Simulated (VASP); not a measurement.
# Lu (P6_3/mmc) in VASP: a series of runs

Lu is run at these levels: PBE; tasks: single point.

All numbers are computed with VASP 6.6.1; they aren't measurements. Logs are shortened: lines on timing, memory, paths and dates and some standing lists are left out, and cuts for length are marked.

### Step 1. The cell of the first run

The structure is hexagonal, space group P6_3/mmc (No. 194). The conventional cell has a = 3.450 Å, b = 3.450 Å, c = 5.472 Å, α = 90.00°, β = 90.00°, γ = 120.00°. Lu (site symmetry -6m2) has 12 Lu at 3.38 to 3.45 Å within 4.4 Å.

### Step 2. Single point, PBE (28.21 Å³/atom)

The input, INCAR:

```
PREC = Accurate
ENCUT = 520
EDIFF = 1E-7
ISMEAR = -1
SIGMA = 0.03
LREAL = F
LASPH = T
NELM = 60
ALGO = Normal
ISIF = 2
LWAVE = F
LCHARG = F
GGA = PE
NBANDS = 32
```

The input, KPOINTS:

```
Automatic mesh
0
Gamma
  13 13 8
```

The input, POSCAR:

```
Lu
1.0
    3.4503975829      0.0000000000      0.0000000000
   -1.7251987915      2.9881319600      0.0000000000
    0.0000000000      0.0000000000      5.4722326170
Lu
2
Direct
    0.3333333333      0.6666666667      0.2500000000
    0.6666666667      0.3333333333      0.7500000000
```

Potentials or basis: VASP PAW PBE potentials, release 64 (Lu).

The run is started by

```bash
cat potpaw_PBE.64/Lu/POTCAR > POTCAR
mpirun -np 1 vasp_std > vasp.out
```

OUTCAR:

```text
PREC = Accurate
   ENCUT = 520
   EDIFF = 1E-7
   ISMEAR = -1
   LREAL = F
   LASPH = T
   NELM = 60
   ISIF = 2
   GGA = PE

 ion  position               nearest neighbor table
   1  0.333  0.667  0.250-   2 3.38   2 3.38   2 3.38   2 3.38   2 3.38   2 3.38
   2  0.667  0.333  0.750-   1 3.38   1 3.38   1 3.38   1 3.38   1 3.38   1 3.38

  LATTYP: Found a hexagonal cell.
 ALAT       =     3.4503975829
 C/A-ratio  =     1.5859716121

  Lattice vectors:

 A1 = (   3.4503975829,   0.0000000000,   0.0000000000)
 A2 = (  -1.7251987915,   2.9881319600,   0.0000000000)
 A3 = (   0.0000000000,   0.0000000000,   5.4722326170)

Analysis of symmetry for initial positions (statically):
=====================================================================
 Subroutine PRICEL returns:
 Original cell was already a primitive cell.

 Routine SETGRP: Setting up the symmetry group for a
 hexagonal supercell.

 Subroutine GETGRP returns: Found 24 space group operations
 (whereof 12 operations were pure point group operations)
 out of a pool of 24 trial point group operations.

The static configuration has the point symmetry D_3d.
 The point group associated with its full space group is D_6h.

Analysis of symmetry for dynamics (positions and initial velocities):
=====================================================================
 Subroutine PRICEL returns:
 Original cell was already a primitive cell.

 Routine SETGRP: Setting up the symmetry group for a
 hexagonal supercell.

 Subroutine GETGRP returns: Found 24 space group operations
 (whereof 12 operations were pure point group operations)
 out of a pool of 24 trial point group operations.

The dynamic configuration has the point symmetry D_3d.
 The point group associated with its full space group is D_6h.

 Subroutine INISYM returns: Found 24 space group operations
 (whereof 12 operations are pure point group operations),
 and found     1 'primitive' translations

----------------------------------------------------------------------------------------

                                     Primitive cell

  volume of cell :      56.4200

  direct lattice vectors                    reciprocal lattice vectors
     3.450397583  0.000000000  0.000000000     0.289821673  0.167328621  0.000000000
    -1.725198791  2.988131960  0.000000000     0.000000000  0.334657242  0.000000000
     0.000000000  0.000000000  5.472232617     0.000000000  0.000000000  0.182740770

  length of vectors
     3.450397583  3.450397583  5.472232617     0.334657242  0.334657242  0.182740770

  position of ions in fractional coordinates (direct lattice)
     0.333333333  0.666666667  0.250000000
     0.666666667  0.333333333  0.750000000

  ion indices of the primitive-cell ions
   primitive index   ion index
                 1           1
                 2           2

----------------------------------------------------------------------------------------

 KPOINTS: Automatic mesh

Automatic generation of k-mesh.
 Grid dimensions read from file:
 generate k-points for:   13   13    8

 Generating k-lattice:

  Cartesian coordinates                     Fractional coordinates (reciprocal lattice)
     0.022293975  0.012871432  0.000000000     0.076923077  0.000000000  0.000000000
     0.000000000  0.025742865  0.000000000     0.000000000  0.076923077  0.000000000
     0.000000000  0.000000000  0.022842596     0.000000000  0.000000000  0.125000000

  Length of vectors
     0.025742865  0.025742865  0.022842596

  Shift w.r.t. Gamma in fractional coordinates (k-lattice)
     0.000000000  0.000000000  0.000000000

 Subroutine IBZKPT returns following result:
 ===========================================

 Found    105 irreducible k-points:

 Following reciprocal coordinates:
            Coordinates               Weight
  0.000000  0.000000  0.000000      1.000000
  0.076923  0.000000  0.000000      6.000000
  0.153846  0.000000  0.000000      6.000000
  0.230769 -0.000000  0.000000      6.000000
  0.307692  0.000000  0.000000      6.000000
  0.384615  0.000000  0.000000      6.000000
[... 16 lines left out ...]
  0.076923  0.000000  0.125000     12.000000
  0.153846  0.000000  0.125000     12.000000
 [... further k-points ...]
   k-points           NKPTS =    105   k-points in BZ     NKDIM =    105   number of bands    NBANDS=     32
   number of dos      NEDOS =    301   number of ions     NIONS =      2
   total plane-waves  NPLWV =  32928
   dimension x,y,z NGX =    28 NGY =   28 NGZ =   42
   dimension x,y,z NGXF=    56 NGYF=   56 NGZF=   84
   ions per type =               2
   NGX,Y,Z   is equivalent  to a cutoff of  13.49, 13.49, 12.76 a.u.
   NGXF,Y,Z  is equivalent  to a cutoff of  26.98, 26.98, 25.52 a.u.
 SYSTEM =  unknown system
   PREC   = accura    normal or accurate (medium, high low for compatibility)
   ISTART =      0    job   : 0-new  1-cont  2-samecut
   ICHARG =      2    charge: 1-file 2-atom 10-const
[... 36 lines left out ...]
   LRPA    =     F    only Hartree local field effects (RPA)
 non-spin polarized calculation
  energy-cutoff  :      520.00
  volume of cell :       56.42
 maximum number of plane-waves:      1542
 NGX is ok and might be reduce to    28
   NGX = 13   NGY = 13   NGZ = 21

 number of electron      49.9999992 magnetization

 Free energy of the ion-electron system (eV)
  ---------------------------------------------------
  ext. energy  EPLUGINS =         0.00000000
  ---------------------------------------------------
  free energy    TOTEN  =        -9.03307914 eV

  energy without entropy =       -9.02274663  energy(sigma->0) =       -9.02791288

 E-fermi :   2.3481     XC(G=0): -10.8173

 val. band max:        2.3465255115   @ k =   0.3846   0.0000   0.1250
 cond. band min:       2.3546145466   @ k =   0.2308   0.1538   0.1250
 fundamental gap:      0.0080890351
 Fermi energy:         2.3480571706

 k-point     1 :       0.0000    0.0000    0.0000
  band No.  band energies     occupation
      1     -53.7702      2.00000
      2     -53.7313      2.00000
      3     -24.7430      2.00000
      4     -24.2682      2.00000
      5     -24.2682      2.00000
      6     -24.1816      2.00000
[... 24 lines left out ...]
     31       5.9701      0.00000
     32       5.9701      0.00000

 k-point     2 :       0.0769    0.0000    0.0000
  band No.  band energies     occupation
      1     -53.7685      2.00000
      2     -53.7307      2.00000
      3     -24.7324      2.00000
      4     -24.2903      2.00000
      5     -24.2756      2.00000
      6     -24.2049      2.00000
[... 24 lines left out ...]
     31       5.7415      0.00000
     32       5.8153      0.00000

 k-point     3 :       0.1538    0.0000    0.0000
  band No.  band energies     occupation
      1     -53.7639      2.00000
      2     -53.7290      2.00000
      3     -24.7022      2.00000
      4     -24.3516      2.00000
      5     -24.2956      2.00000
      6     -24.2684      2.00000
[... 24 lines left out ...]
     31       5.6020      0.00000
     32       5.8721      0.00000

 k-point     4 :       0.2308   -0.0000    0.0000
  band No.  band energies     occupation
      1     -53.7572      2.00000
      2     -53.7269      2.00000
      3     -24.6559      2.00000
      4     -24.4383      2.00000
      5     -24.3548      2.00000
      6     -24.3228      2.00000
[... 24 lines left out ...]
     31       6.1316      0.00000
     32       6.5103      0.00000

 k-point     5 :       0.3077    0.0000    0.0000
  band No.  band energies     occupation
      1     -53.7495      2.00000
      2     -53.7251      2.00000
      3     -24.5994      2.00000
      4     -24.5306      2.00000
      5     -24.4431      2.00000
      6     -24.3507      2.00000
[... 584 lines left out ...]
     31       7.8790      0.00000
     32       8.1611      0.00000

 k-point    22 :       0.0000    0.0000    0.1250
  band No.  band energies     occupation
      1     -53.7687      2.00000
      2     -53.7328      2.00000
      3     -24.7218      2.00000
      4     -24.2649      2.00000
      5     -24.2649      2.00000
      6     -24.1849      2.00000
[... 24 lines left out ...]
     31       6.1664      0.00000
     32       6.1664      0.00000

 k-point    23 :       0.0769    0.0000    0.1250
  band No.  band energies     occupation
      1     -53.7671      2.00000
      2     -53.7321      2.00000
      3     -24.7124      2.00000
      4     -24.2865      2.00000
      5     -24.2722      2.00000
      6     -24.2164      2.00000
[... 24 lines left out ...]
     31       6.0399      0.00000
     32       6.0504      0.00000

 k-point    24 :       0.1538    0.0000    0.1250
  band No.  band energies     occupation
      1     -53.7626      2.00000
      2     -53.7303      2.00000
      3     -24.6858      2.00000
      4     -24.3460      2.00000
      5     -24.2917      2.00000
      6     -24.2825      2.00000
[... 24 lines left out ...]
     31       5.9676      0.00000
     32       5.9761      0.00000

 [... further k-points ...]

------------------------ aborting loop because EDIFF is reached ----------------------------------------

  FORCE on cell =-STRESS in cart. coord.  units (eV):
  Direction    XX          YY          ZZ          XY          YZ          ZX
  --------------------------------------------------------------------------------------
  -------------------------------------------------------------------------------------
  Total        0.7575228      0.7575228      0.2449153     -0.0000000      0.0000000      0.0000000
  in kB       21.5116046     21.5116046      6.9549333     -0.0000000      0.0000000      0.0000000
  external PRESSURE =      16.6593808 kB  Pullay stress =       0.0000000 kB

 VOLUME and BASIS-vectors are now :
 -----------------------------------------------------------------------------
  energy-cutoff  :      520.00
  volume of cell :       56.42
      direct lattice vectors                 reciprocal lattice vectors
     3.450397583  0.000000000  0.000000000     0.289821673  0.167328621  0.000000000
    -1.725198791  2.988131960  0.000000000     0.000000000  0.334657242  0.000000000
     0.000000000  0.000000000  5.472232617     0.000000000  0.000000000  0.182740770

 POSITION                                       TOTAL-FORCE (eV/Angst)
 -----------------------------------------------------------------------------------
     -0.00000      1.99209      1.36806        -0.000000     -0.000000      0.000000
      1.72520      0.99604      4.10417         0.000000      0.000000      0.000000
 -----------------------------------------------------------------------------------
    total drift:                               -0.000000      0.000000     -0.000000

  FREE ENERGIE OF THE ION-ELECTRON SYSTEM (eV)
  ---------------------------------------------------
  free  energy   TOTEN  =        -9.0330791408 eV

  energy  without entropy=       -9.0227466277  energy(sigma->0) =       -9.02791288
```

Run time: 82 s. Hardware: 1 thread of AMD EPYC 9R45 (Zen 5), shared host; peak memory 0.26 GiB.

Results:

| Item | Value |
| --- | --- |
| Free energy | -9.0331 eV |
| Pressure | 1.7 GPa |
| Band gap on the k mesh | zero (bands 25 and 26 overlap by 1.77 eV) |

Stress tensor (GPa, compression positive):
```
2.15 0.00 0.00
0.00 2.15 0.00
0.00 0.00 0.70
```

Caveat: spin-orbit coupling is left out, which moves the levels of the heavy elements.

### Step 3. Single point, PBE (28.95 Å³/atom)

This run uses another cell than the first one, of 28.95 Å³/atom.

The input, INCAR:

```
  PREC = Accurate
  ENCUT = 520
  EDIFF = 1E-6
  ISMEAR = -1
  SIGMA = 0.03
  LREAL = F
  LASPH = T
  NELM = 100
  ALGO = Normal
  ISIF = 2
  LWAVE = F
  LCHARG = F
  GGA = PE
  NBANDS = 32
```

KPOINTS is that of step 2.

The input, POSCAR:

```
Lu
1.0
    3.4804025462      0.0000000000      0.0000000000
   -1.7402012731      3.0141170205      0.0000000000
    0.0000000000      0.0000000000      5.5198196370
Lu
2
Direct
    0.3333333333      0.6666666667      0.2500000000
    0.6666666667      0.3333333333      0.7500000000
```

Potentials or basis: VASP PAW PBE potentials, release 64 (Lu).

The run is started by

```bash
cat potpaw_PBE.64/Lu/POTCAR > POTCAR
mpirun -np 1 vasp_std > vasp.out
```

It took 69 s on 1 thread of AMD EPYC 9R45 (Zen 5), shared host; peak memory 0.27 GiB.

The run converged. Its results:

```
Free energy            : -9.0431 eV
Pressure               : 0.7 GPa
Band gap on the k mesh : zero (bands 25 and 26 overlap by 1.75 eV)
```

Stress tensor (GPa, compression positive):
```
 1.09  0.00  0.00
 0.00  1.09  0.00
 0.00  0.00 -0.17
```

Levels at points of the mesh, in eV from the Fermi level:
| k point | band 22 | band 23 | band 24 | band 25 | band 26 | band 27 | band 28 | band 29 |
| --- | --- | --- | --- | --- | --- | --- | --- | --- |
| (0.00, 0.00, 0.00) | -4.85 | -4.85 | -2.45 | 0.58 | 2.22 | 2.22 | 2.50 | 2.93 |
| (0.00, 0.00, 0.50) | -4.85 | -4.40 | -4.40 | 1.15 | 1.15 | 2.15 | 2.15 | 2.15 |

Caveat: spin-orbit coupling is left out, which moves the levels of the heavy elements.

### Step 4. Single point, PBE (30.44 Å³/atom)

This run uses another cell than the first one, of 30.44 Å³/atom.

The input, INCAR:

```
  ALGO = Normal
  EDIFF = 1E-6
  ENCUT = 520
  GGA = PE
  ISIF = 2
  ISMEAR = -1
  LASPH = T
  LCHARG = T
  LELF = T
  LREAL = F
  LVHAR = T
  LWAVE = F
  NBANDS = 32
  NELM = 100
  PREC = Accurate
  SIGMA = 0.03
```

The input, KPOINTS:

```
k-points
0
Gamma
  13 13 8
```

The input, POSCAR:

```
Lu
1.0
    3.5389076338      0.0000000000      0.0000000000
   -1.7694538169      3.0647839125      0.0000000000
    0.0000000000      0.0000000000      5.6126070450
Lu
2
Direct
    0.3333333333      0.6666666667      0.2500000000
    0.6666666667      0.3333333333      0.7500000000
```

The run is started by

```bash
cat potpaw_PBE.64/Lu/POTCAR > POTCAR
mpirun -np 1 vasp_std > vasp.out
```

Run time: 72 s. Hardware: 1 thread of AMD EPYC 9R45 (Zen 5), shared host; peak memory 0.27 GiB.

Results (log left out):

| Quantity | Value |
| --- | --- |
| Free energy | -9.0303 eV |
| Pressure | -1.6 GPa |
| Band gap on the k mesh | zero (bands 25 and 26 overlap by 1.69 eV) |

Stress tensor (GPa, compression positive):
```
-1.28  0.00  0.00
 0.00 -1.28  0.00
 0.00  0.00 -2.26
```

Levels at points of the mesh, in eV from the Fermi level:
```tsv
k point	band 23	band 24	band 25	band 26	band 27	band 28
(0.00, 0.00, 0.00)	-4.95	-2.37	0.44	2.17	2.17	2.44
(0.00, 0.00, 0.50)	-4.34	-4.34	1.13	1.13	2.11	2.11
```

Caveat: spin-orbit coupling is left out, which moves the levels of the heavy elements.

### Step 5. Single point, PBE (31.18 Å³/atom)

This run uses another cell than the first one, of 31.18 Å³/atom.

The input, INCAR:

```
PREC     = Accurate       # precision mode
ENCUT    = 520            # plane-wave cutoff, eV
EDIFF    = 1E-6           # SCF threshold, eV
ISMEAR   = -1             # smearing method
SIGMA    = 0.03           # smearing width, eV
LREAL    = F              # projectors in reciprocal space
LASPH    = T              # aspherical terms in the spheres
NELM     = 60             # most SCF steps
ALGO     = Normal         # electronic algorithm
ISIF     = 2              # what is computed and relaxed
LWAVE    = F              # write WAVECAR
LCHARG   = T              # write CHGCAR
GGA      = PE             # functional
LELF     = T              # ELF
LVHAR    = T            
NBANDS   = 32             # bands
```

The input, KPOINTS:

```
regular mesh
0
Gamma
  13 13 8
```

The input, POSCAR:

```
Lu
1.0
    3.5674484440      0.0000000000      0.0000000000
   -1.7837242220      3.0895009792      0.0000000000
    0.0000000000      0.0000000000      5.6578719598
Lu
2
Direct
    0.3333333333      0.6666666667      0.2500000000
    0.6666666667      0.3333333333      0.7500000000
```

The run is started by

```bash
cat potpaw_PBE.64/Lu/POTCAR > POTCAR
mpirun -np 1 vasp_std > vasp.out
```

Run time: 76 s. Hardware: 1 thread of AMD EPYC 9R45 (Zen 5), shared host; peak memory 0.27 GiB.

The run converged. Its results:

```yaml
Free_energy: -9.0098 eV
Pressure: -2.7 GPa
Band_gap_on_the_k_mesh: zero (bands 25 and 26 overlap by 1.65 eV)
```

Stress tensor (GPa, compression positive):
```
-2.44  0.00  0.00
 0.00 -2.44  0.00
 0.00  0.00 -3.34
```

Levels at points of the mesh, in eV from the Fermi level:
| k point | band 23 | band 24 | band 25 | band 26 | band 27 | band 28 |
| --- | --- | --- | --- | --- | --- | --- |
| (0.00, 0.00, 0.00) | -5.01 | -2.33 | 0.38 | 2.15 | 2.15 | 2.40 |
| (0.00, 0.00, 0.50) | -4.31 | -4.31 | 1.12 | 1.12 | 2.08 | 2.08 |

Caveat: spin-orbit coupling is left out, which moves the levels of the heavy elements.

### Step 6. Single point, PBE (z stretched by -2 % at fixed volume)

The input, INCAR:

```
  ALGO = Normal
  EDIFF = 1E-6
  ENCUT = 520
  GGA = PE
  ISIF = 2
  ISMEAR = -1
  LASPH = True
  LCHARG = False
  LREAL = False
  LWAVE = False
  NBANDS = 32
  NELM = 80
  PREC = Accurate
  SIGMA = 0.03
```

The input, KPOINTS:

```
k-points
0
Gamma
  13 13 8
```

The input, POSCAR:

```
Lu
1.0
    3.5455332944      0.0000000000      0.0000000000
   -1.7727666472      3.0705219030      0.0000000000
    0.0000000000      0.0000000000      5.4552680000
Lu
2
Direct
    0.3333333333      0.6666666667      0.2500000000
    0.6666666667      0.3333333333      0.7500000000
```

Potentials or basis: VASP PAW PBE potentials, release 64 (Lu).

The run is started by

```bash
cat potpaw_PBE.64/Lu/POTCAR > POTCAR
mpirun -np 1 vasp_std > vasp.out
```

Run time: 5.5 min. Hardware: 1 thread of Intel Xeon 8259CL, shared host; peak memory 0.3 GiB.

It converged, with:

| Property | Result |
| --- | --- |
| Free energy | -9.0432 eV |
| Pressure | -0.6 GPa |
| Band gap on the k mesh | zero (bands 25 and 26 overlap by 1.91 eV) |

Stress tensor (GPa, compression positive):
```
-0.88  0.00  0.00
 0.00 -0.88  0.00
 0.00  0.00 -0.09
```

Levels at points of the mesh, in eV from the Fermi level:
```csv
k point,band 21,band 22,band 23,band 24,band 25,band 26,band 27,band 28,band 29,band 30
"(0.00, 0.00, 0.00)",-4.91,-4.89,-4.89,-2.30,0.72,2.15,2.15,2.72,2.91,2.91
"(0.00, 0.00, 0.50)",-4.89,-4.89,-4.28,-4.28,1.29,1.29,2.03,2.03,2.03,2.03
```

Caveat: the cell differs from its parent crystal (z stretched by -2 % at fixed volume); spin-orbit coupling is left out, which moves the levels of the heavy elements.

### Step 7. Overview

| cell | gap on the mesh (eV) | pressure (GPa) |
| --- | --- | --- |
| a = 3.450, b = 3.450, c = 5.472 Å, angles 90.0, 90.0, 120.0°, 2 atoms | none | 1.7 |
| a = 3.480, b = 3.480, c = 5.520 Å, angles 90.0, 90.0, 120.0°, 2 atoms | none | 0.7 |
| a = 3.539, b = 3.539, c = 5.613 Å, angles 90.0, 90.0, 120.0°, 2 atoms | none | -1.6 |
| a = 3.567, b = 3.567, c = 5.658 Å, angles 90.0, 90.0, 120.0°, 2 atoms | none | -2.7 |
| a = 3.546, b = 3.546, c = 5.455 Å, angles 90.0, 90.0, 120.0°, 2 atoms | none | -0.6 |

Alike in all rows: task single point; level PBE; potentials or basis VASP PAW PBE potentials, release 64 (Lu); no spin polarisation; k mesh 13 × 13 × 8; cutoff (eV) 520; smearing fermi-dirac 0.03 eV.

Caveats: spin-orbit coupling is left out, which moves the levels of the heavy elements.

Absolute energies hang on the potentials; compare differences alone.
